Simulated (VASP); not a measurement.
# Si (a cell with a defect) in VASP: single point with PBE

Aim: the single point of Si (a cell with a defect) with PBE.

Everything below comes from runs of VASP 6.6.1. Logs are shortened: lines on timing, memory, paths and dates and some standing lists are left out, and cuts for length are marked.

### Step 1. The cell of the first run

The cell holds a defect, 63 atoms: a = 10.860 Å, b = 10.860 Å, c = 10.860 Å, α = 90.00°, β = 90.00°, γ = 90.00°.

### Step 2. Single point, PBE

INCAR reads:

```
PREC = Accurate ; ENCUT = 520
EDIFF = 1E-6 ; ISMEAR = 0
SIGMA = 0.05 ; LREAL = Auto
LASPH = T ; NELM = 100
ALGO = Normal ; ISIF = 2
LWAVE = F ; LCHARG = F
GGA = PE ; NBANDS = 163
```

KPOINTS reads:

```
Automatic mesh
0
Gamma
  1 1 1
```

POSCAR reads:

```
Si
1.0
   10.8600000000      0.0000000000      0.0000000000
    0.0000000000     10.8600000000      0.0000000000
    0.0000000000      0.0000000000     10.8600000000
Si
63
Direct
    0.4958175875      0.0092853591     -0.0091546041
    0.6227591160      0.1272895948      0.1209577348
    0.7407793738      0.2542310313     -0.0091404236
    0.8729731123      0.3747313996      0.1230548803
    0.7486637201      0.0013868324      0.2468604052
    0.8750930939      0.1235996317      0.3740934622
   -0.0032204420      0.0013860958     -0.0012568140
    0.1240138122      0.1235977901      0.1251725599
    0.2493809392      0.2497885820      0.0000981584
    0.3752609576      0.3747874770      0.1251674033
    0.5002631676      0.5006662983      0.0000999079
    0.6264506446      0.6260341621      0.1251732044
    0.7486625230      0.7532680479     -0.0012568140
    0.8748804788      0.8751668508      0.1249613260
    0.2487955801     -0.0011605893      0.2501930939
    0.3749679558      0.1241478821      0.3752914365
    0.4999790055      0.2500709945      0.2502684162
    0.6258983425      0.3750821363      0.3752955801
    0.7512110497      0.5012546961      0.2501971455
    0.8784185083      0.6235233886      0.3766059853
    0.5002609576      0.0000263352      0.4994580110
    0.6077773481      0.1422661142      0.6232116943
    0.7500177716      0.2497872928      0.4994619705
    0.8750864641      0.3747871087      0.6253418048
    0.7407670350      0.0092843462      0.7458986188
    0.8708785451      0.1272909761      0.8728392265
    0.0001139042      0.5012546961      0.0012910681
    0.1265250460      0.6235224678      0.1284974217
    0.2488010129      0.7499284530      0.0012918969
    0.3753179558      0.8770845304      0.1230440147
    0.0022646409      0.2501185083      0.2523431860
    0.1344050645      0.3707098527      0.3844848987
    0.2524211786      0.4976303867      0.2543852670
    0.3793405157      0.6156604972      0.3844702578
    0.4999382136      0.7477997238      0.2523336096
    0.6264581031      0.8749537753      0.3740982505
    0.0001107735     -0.0011622468      0.4988745856
    0.1252099448      0.1241461326      0.6250465009
    0.2673539595      0.2478557090      0.5174344383
    0.4364697974      0.3135432781      0.6865535912
    0.5021783610      0.4827077348      0.5174197974
    0.6258941068      0.6248297422      0.6250499079
    0.7512114180      0.7499273481      0.4988814917
    0.8729633517      0.8770830571      0.6253994475
    0.2493787293      0.0000281768      0.7503401473
    0.3731309392      0.1422708103      0.8578556169
    0.6077965930      0.3769093923      0.8578773481
    0.7500195212      0.5006666667      0.7503441068
    0.8750930939      0.6260364641      0.8765302026
    0.0003201657      0.7497313076      0.2503992634
    0.1265255064      0.8716334254      0.3766057090
    0.0043047882      0.4976291897      0.5025012891
    0.1343916206      0.6156580110      0.6294207182
    0.2524187845      0.7457449355      0.5024991713
    0.3752604052      0.8749610497      0.6253405157
    0.0001893186      0.2500710866      0.7500581952
    0.1252136280      0.3750832413      0.8759796501
    0.2673410681      0.4827074586      0.7522616943
    0.3749697974      0.6248316759      0.8759755985
    0.4999792818      0.7498627993      0.7500591160
    0.6227599448      0.8791741252      0.8728405157
    0.0022561694      0.7477990792      0.7500165746
    0.1240188766      0.8749547882      0.8765377532
```

Potentials or basis: VASP PAW PBE potentials, release 64 (Si).

Started as:

```console
$ cat potpaw_PBE.64/Si/POTCAR > POTCAR
$ mpirun -np 1 vasp_gam > vasp.out
```

OUTCAR:

```text
PREC = Accurate
   ENCUT = 520
   EDIFF = 1E-6
   ISMEAR = 0
   LREAL = Auto
   LASPH = T
   NELM = 100
   ISIF = 2
   GGA = PE

 ion  position               nearest neighbor table
   1  0.496  0.009  0.991-   2 2.35  61 2.35  30 2.42  46 2.44
   2  0.623  0.127  0.121-  17 2.35   1 2.35   3 2.35   5 2.37
   3  0.741  0.254  0.991-  26 2.35   2 2.35   4 2.42  47 2.44
   4  0.873  0.375  0.123-  19 2.35  27 2.35  31 2.40   3 2.42
   5  0.749  0.001  0.247-  14 2.35   6 2.36  36 2.36   2 2.37
   6  0.875  0.124  0.374-  37 2.35  31 2.35   5 2.36  23 2.36
[... 31 lines left out ...]
  38  0.125  0.124  0.625-  45 2.34  39 2.36  56 2.36  37 2.36
  39  0.267  0.248  0.517-  16 2.36  38 2.36  32 2.44  40 2.69
  40  0.436  0.314  0.687-  39 2.69  58 2.69  41 2.69  46 2.72  22 2.72  47 2.72
  41  0.502  0.483  0.517-  42 2.36  18 2.36  34 2.44  40 2.69
  42  0.626  0.625  0.625-  48 2.34  41 2.36  60 2.36  43 2.36
  43  0.751  0.750  0.499-  36 2.35  44 2.35  20 2.36  42 2.36
  44  0.873  0.877  0.625-  43 2.35  37 2.35  62 2.40  25 2.42
  45  0.249  0.000  0.750-  38 2.34  46 2.36  55 2.36  63 2.36
  46  0.373  0.142  0.858-   9 2.36  45 2.36   1 2.44  40 2.72
[... 15 lines left out ...]
  62  0.002  0.748  0.750-  49 2.35  63 2.35  44 2.40  53 2.42
  63  0.124  0.875  0.877-  29 2.35  62 2.35   7 2.36  45 2.36

  LATTYP: Found a simple cubic cell.
 ALAT       =    10.8600000000

  Lattice vectors:

 A1 = (  10.8600000000,   0.0000000000,   0.0000000000)
 A2 = (   0.0000000000,  10.8600000000,   0.0000000000)
 A3 = (   0.0000000000,   0.0000000000,  10.8600000000)

Analysis of symmetry for initial positions (statically):
=====================================================================
 Subroutine PRICEL returns:
 Original cell was already a primitive cell.

 Routine SETGRP: Setting up the symmetry group for a
 simple cubic supercell.

 Subroutine GETGRP returns: Found  2 space group operations
 (whereof  1 operations were pure point group operations)
 out of a pool of 48 trial point group operations.

The static configuration has the point symmetry C_1 .
 The point group associated with its full space group is C_1h.

Analysis of symmetry for dynamics (positions and initial velocities):
=====================================================================
 Subroutine PRICEL returns:
 Original cell was already a primitive cell.

 Routine SETGRP: Setting up the symmetry group for a
 simple cubic supercell.

 Subroutine GETGRP returns: Found  2 space group operations
 (whereof  1 operations were pure point group operations)
 out of a pool of 48 trial point group operations.

The dynamic configuration has the point symmetry C_1 .
 The point group associated with its full space group is C_1h.

 Subroutine INISYM returns: Found  2 space group operations
 (whereof  1 operations are pure point group operations),
 and found     1 'primitive' translations

----------------------------------------------------------------------------------------

                                     Primitive cell

  volume of cell :    1280.8241

  direct lattice vectors                    reciprocal lattice vectors
    10.860000000  0.000000000  0.000000000     0.092081031  0.000000000  0.000000000
     0.000000000 10.860000000  0.000000000     0.000000000  0.092081031  0.000000000
     0.000000000  0.000000000 10.860000000     0.000000000  0.000000000  0.092081031

  length of vectors
    10.860000000 10.860000000 10.860000000     0.092081031  0.092081031  0.092081031

  position of ions in fractional coordinates (direct lattice)
     0.495817587  0.009285359  0.990845396
     0.622759116  0.127289595  0.120957735
     0.740779374  0.254231031  0.990859576
     0.872973112  0.374731400  0.123054880
     0.748663720  0.001386832  0.246860405
     0.875093094  0.123599632  0.374093462
[... 55 lines left out ...]
     0.002256169  0.747799079  0.750016575
     0.124018877  0.874954788  0.876537753

  ion indices of the primitive-cell ions
   primitive index   ion index
                 1           1
                 2           2
                 3           3
                 4           4
                 5           5
                 6           6
[... 55 lines left out ...]
                62          62
                63          63

----------------------------------------------------------------------------------------

 KPOINTS: Automatic mesh

Automatic generation of k-mesh.
 Grid dimensions read from file:
 generate k-points for:    1    1    1

 Generating k-lattice:

  Cartesian coordinates                     Fractional coordinates (reciprocal lattice)
     0.092081031  0.000000000  0.000000000     1.000000000  0.000000000  0.000000000
     0.000000000  0.092081031  0.000000000     0.000000000  1.000000000  0.000000000
     0.000000000  0.000000000  0.092081031     0.000000000  0.000000000  1.000000000

  Length of vectors
     0.092081031  0.092081031  0.092081031

  Shift w.r.t. Gamma in fractional coordinates (k-lattice)
     0.000000000  0.000000000  0.000000000

 Subroutine IBZKPT returns following result:
 ===========================================

 Found      1 irreducible k-points:

 Following reciprocal coordinates:
            Coordinates               Weight
  0.000000  0.000000  0.000000      1.000000
   k-points           NKPTS =      1   k-points in BZ     NKDIM =      1   number of bands    NBANDS=    163
   number of dos      NEDOS =    301   number of ions     NIONS =     63
   total plane-waves  NPLWV = 592704
   dimension x,y,z NGX =    84 NGY =   84 NGZ =   84
   dimension x,y,z NGXF=   168 NGYF=  168 NGZF=  168
   ions per type =              63
   NGX,Y,Z   is equivalent  to a cutoff of  12.86, 12.86, 12.86 a.u.
   NGXF,Y,Z  is equivalent  to a cutoff of  25.72, 25.72, 25.72 a.u.
 SYSTEM =  unknown system
   PREC   = accura    normal or accurate (medium, high low for compatibility)
   ISTART =      0    job   : 0-new  1-cont  2-samecut
   ICHARG =      2    charge: 1-file 2-atom 10-const
   ISPIN  =      1    spin polarized calculation?
   LNONCOLLINEAR =      F non collinear calculations
   LSORBIT =      F    spin-orbit coupling
   LASPH  =      T    aspherical Exc in radial PAW
   ENCUT  =  520.0 eV  38.22 Ry    6.18 a.u.  20.19 20.19 20.19*2*pi/ulx,y,z
   NELM   =    100;   NELMIN=  2; NELMDL= -5     # of ELM steps
   EDIFF  = 0.1E-05   stopping-criterion for ELM
   LREAL  =      T    real-space projection
   EDIFFG = 0.1E-04   stopping-criterion for IOM
   NSW    =      0    number of steps for IOM
   IBRION =     -1    ionic relax: 0-MD 1-quasi-New 2-CG
   NFREE  =      0    steps in history (QN), initial steepest desc. (CG)
   ISIF   =      2    stress and relaxation
   ISYM   =      2    0-nonsym 1-usesym 2-fastsym
   POTIM  = 0.5000    time-step for ionic-motion
   TEBEG  =    0.0;   TEEND  =   0.0 temperature during run
   PSTRESS=    0.0 pullay stress
   NELECT =     252.0000    total number of electrons
   NUPDOWN=      -1.0000    fix difference up-down
   EMIN   =  10.00;   EMAX   =-10.00  energy-range for DOS
   EFERMI =   0.00;   METHOD = LEGACY
   ISMEAR =     0;   SIGMA  =   0.05  broadening in eV -4-tet -1-fermi 0-gaus
   EFERMI_NEDOS =   21; number of points for ismear=-14 and -15
   IALGO  =     38    algorithm
   IMIX   =      4    mixing-type and parameters
     AMIX     =   0.40;   BMIX     =  1.00
     AMIX_MAG =   1.60;   BMIX_MAG =  1.00
  volume/ion in A,a.u.               =      20.33       137.20
  Fermi-wavevector in a.u.,A,eV,Ry     =   0.952164  1.799329 12.335269  0.906617
  Thomas-Fermi vector in A             =   2.080702
   LORBIT       =      0    0 simple, 1 ext, 2 COOP (PROOUT), +10 PAW based schemes
   GGA     = PE    functional components
   LHFCALC =     F    Hartree Fock is set to
   AEXX    =    0.0000 exact exchange contribution
   IVDW    =     0    specifies the selected vdW correction
   LEPSILON=     F    determine dielectric tensor
   LRPA    =     F    only Hartree local field effects (RPA)
 non-spin polarized calculation
 Gauss-broadening in eV      SIGMA  =   0.05
  energy-cutoff  :      520.00
  volume of cell :     1280.82
 maximum number of plane-waves:     17229
 NGX is ok and might be reduce to    84
   NGX = 41   NGY = 41   NGZ = 41

 number of electron     251.9999992 magnetization

 Free energy of the ion-electron system (eV)
  ---------------------------------------------------
  ext. energy  EPLUGINS =         0.00000000
  ---------------------------------------------------
  free energy    TOTEN  =      -331.77579601 eV

  energy without entropy =     -331.71937706  energy(sigma->0) =     -331.74758653

 E-fermi :   6.1400     XC(G=0):  -9.3477

 val. band max:        6.1400124144   @ k =   0.0000   0.0000   0.0000
 cond. band min:       6.1400548147   @ k =   0.0000   0.0000   0.0000
 fundamental gap:      0.0000424004
 Fermi energy:         6.1400336145

 k-point     1 :       0.0000    0.0000    0.0000
  band No.  band energies     occupation
      1      -6.1573      2.00000
      2      -5.1088      2.00000
      3      -5.1087      2.00000
      4      -5.0858      2.00000
      5      -5.0857      2.00000
      6      -5.0416      2.00000
[... 130 lines left out ...]
    137       6.8878      0.00000
    138       6.9297      0.00000
 [bands above 138 left out]

------------------------ aborting loop because EDIFF is reached ----------------------------------------

  FORCE on cell =-STRESS in cart. coord.  units (eV):
  Direction    XX          YY          ZZ          XY          YZ          ZX
  --------------------------------------------------------------------------------------
  -------------------------------------------------------------------------------------
  Total        6.8488301      6.8474597      6.8488301      5.8325274      5.8325274     -5.8275418
  in kB        8.5671722      8.5654581      8.5671722      7.2958835      7.2958835     -7.2896471
  external PRESSURE =       8.5666009 kB  Pullay stress =       0.0000000 kB

 VOLUME and BASIS-vectors are now :
 -----------------------------------------------------------------------------
  energy-cutoff  :      520.00
  volume of cell :     1280.82
      direct lattice vectors                 reciprocal lattice vectors
    10.860000000  0.000000000  0.000000000     0.092081031  0.000000000  0.000000000
     0.000000000 10.860000000  0.000000000     0.000000000  0.092081031  0.000000000
     0.000000000  0.000000000 10.860000000     0.000000000  0.000000000  0.092081031

 POSITION                                       TOTAL-FORCE (eV/Angst)
 -----------------------------------------------------------------------------------
      5.38458      0.10084     10.76058         0.001247     -0.001754      0.001495
      6.76316      1.38236      1.31360        -0.000228      0.000330      0.000901
      8.04486      2.76095     10.76073         0.001867     -0.002257      0.001867
      9.48049      4.06958      1.33638        -0.000815      0.002414     -0.000815
      8.13049      0.01506      2.68090        -0.001891      0.001635     -0.003798
      9.50351      1.34229      4.06265        -0.000671     -0.001700      0.000179
[... 55 lines left out ...]
      0.02450      8.12110      8.14518         0.000213     -0.000659      0.002021
      1.34684      9.50201      9.51920         0.000136      0.000856      0.000979
 -----------------------------------------------------------------------------------
    total drift:                                0.008195     -0.000757      0.010092

  FREE ENERGIE OF THE ION-ELECTRON SYSTEM (eV)
  ---------------------------------------------------
  free  energy   TOTEN  =      -331.7757960080 eV

  energy  without entropy=     -331.7193770598  energy(sigma->0) =     -331.74758653
```

Wall time 4.9 min (1 thread of Intel Xeon Platinum 8559C (Emerald Rapids), shared host); peak memory 0.99 GiB.

Results:

```
Free energy            : -331.7758 eV
Pressure               : 0.9 GPa
Largest force          : 0.007 eV/Å
Band gap on the k mesh : zero (filled and empty bands touch)
```

Forces in eV/Å, atoms in the order of the input:
```
Si   0.001 -0.002  0.001
Si   0.000  0.000  0.001
Si   0.002 -0.002  0.002
Si  -0.001  0.002 -0.001
Si  -0.002  0.002 -0.004
Si  -0.001 -0.002  0.000
Si  -0.004  0.002 -0.002
Si   0.000 -0.002 -0.001
Si  -0.004  0.000  0.000
Si  -0.003  0.002 -0.001
Si   0.000  0.004  0.000
Si   0.001  0.000 -0.001
Si  -0.002  0.004 -0.002
Si   0.001 -0.002  0.001
Si   0.000  0.002  0.001
Si   0.001 -0.002  0.000
Si   0.001  0.002  0.006
Si   0.003 -0.002  0.000
Si  -0.003 -0.001  0.001
Si  -0.001  0.001 -0.001
Si   0.000  0.000 -0.004
Si   0.005 -0.005  0.000
Si   0.000  0.000 -0.004
Si  -0.001  0.002 -0.003
Si   0.001 -0.002  0.001
Si   0.001  0.000  0.000
Si   0.001 -0.001 -0.003
Si  -0.001  0.001 -0.001
Si   0.000 -0.001 -0.003
Si  -0.003  0.000 -0.001
Si   0.001 -0.002  0.001
Si   0.000  0.004  0.000
Si   0.002 -0.003  0.001
Si  -0.005  0.000  0.001
Si   0.002 -0.001  0.000
Si   0.001  0.001  0.000
Si   0.001  0.002  0.000
Si   0.000 -0.002  0.001
Si  -0.003 -0.003 -0.003
Si  -0.003  0.003 -0.003
Si   0.004  0.003 -0.003
Si   0.003  0.000  0.002
Si  -0.003 -0.001  0.000
Si  -0.001  0.000 -0.003
Si  -0.004  0.000  0.000
Si   0.000 -0.005  0.005
Si   0.005  0.000  0.005
Si   0.000  0.004  0.000
Si  -0.001  0.000  0.001
Si   0.002 -0.001  0.002
Si  -0.001  0.001 -0.001
Si   0.001 -0.003  0.002
Si   0.001  0.000 -0.005
Si   0.002 -0.002  0.002
Si  -0.003  0.000 -0.003
Si   0.006  0.002  0.001
Si   0.000 -0.002  0.003
Si  -0.003  0.003  0.004
Si   0.002  0.000  0.003
Si   0.001 -0.006  0.001
Si  -0.001  0.000 -0.001
Si   0.000 -0.001  0.002
Si   0.000  0.001  0.001
```

Levels at points of the mesh, in eV from the Fermi level:
```csv
k point,band 123,band 124,band 125,band 126,band 127,band 128,band 129,band 130
"(0.00, 0.00, 0.00)",-0.90,-0.90,-0.63,0.00,0.00,0.26,0.26,0.28
```

Caveat: the k points lie up to 0.58 Å⁻¹ apart.
